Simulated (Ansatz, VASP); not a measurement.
**Two plane-wave programs on Co**

INCAR

```
ALGO     = Normal         # electronic algorithm
EDIFF    = 1E-7           # SCF threshold, eV
EDIFFG   = -0.01          # ionic threshold
ENCUT    = 600            # plane-wave cutoff, eV
GGA      = PE             # functional
IBRION   = 2              # ionic algorithm
ISIF     = 3              # what is computed and relaxed
ISMEAR   = -1             # smearing method
LASPH    = T              # aspherical terms in the spheres
LCHARG   = F              # write CHGCAR
LREAL    = F              # projectors in reciprocal space
LWAVE    = F              # write WAVECAR
NELM     = 100            # most SCF steps
NSW      = 80             # ionic steps
PREC     = Accurate       # precision mode
SIGMA    = 0.1            # smearing width, eV
```

KPOINTS

```
k-points
0
Gamma
  9 9 13
```

Contents of POSCAR:

```
Co
1.0
    3.9701439143      0.0000000000      0.0000000000
   -1.9850719572      3.4382454865      0.0000000000
    0.0000000000      0.0000000000      2.4336982195
Co
3
Direct
    0.0000000000      0.0000000000      0.0000000000
    0.3333333333      0.6666666667      0.5000000000
    0.6666666667      0.3333333333      0.5000000000
```

Input for Ansatz:

```yaml
crystal:
  lattice:
    - [3.9701439143, 0.0, 0.0]
    - [-1.9850719572, 3.4382454865, 0.0]
    - [0.0, 0.0, 2.4336982195]
  atoms:
    - { symbol: Co, position: [0.0, 0.0, 0.0] }
    - { symbol: Co, position: [0.3333333333, 0.6666666667, 0.5] }
    - { symbol: Co, position: [0.6666666667, 0.3333333333, 0.5] }
hamiltonian:
  xc: pbe
  pseudopotentials:
    kind: paw
    azcp:
      Co: "pseudopotentials/Co.paw.azcp"
basis:
  ecutwfc: 420
  fft_grid_basis: typed
kpoints:
  mp_grid: { grid: [9, 9, 13], shift: [0, 0, 0] }
magnetization:
  spin_polarized: false
scf:
  occupations: { method: fermi_dirac, width: 0.1 }
relax:
  max_steps: 60
  f_tol: 0.01
  cell: {}
```

Alike in both runs: task relaxation of cell and atoms; functional PBE; k mesh 9 × 9 × 13; occupations fermi-dirac, width 0.1 eV; no spin polarisation.

```csv
,VASP,Ansatz
version,VASP 6.6.1,Ansatz 0.2.0
potentials or method,"VASP PAW PBE potentials, release 64 (Co), cutoff 600 eV","plane waves (420 eV) with PAW, scalar-relativistic"
valence electrons in the cell,27,51
```

Ansatz gave:

```
relaxed volume (Å³/atom)                                     : 10.57
relaxed cell length with the largest relative difference (Å) : 2.396
```

Problem. Estimate VASP's values.

Solution. Relaxed volume (Å³/atom): 10.54; relaxed cell length with the largest relative difference (Å): 2.393.

VASP's potentials hold 27 valence electrons a cell and Ansatz's 51, so a difference there can come from the potentials and not from the codes.
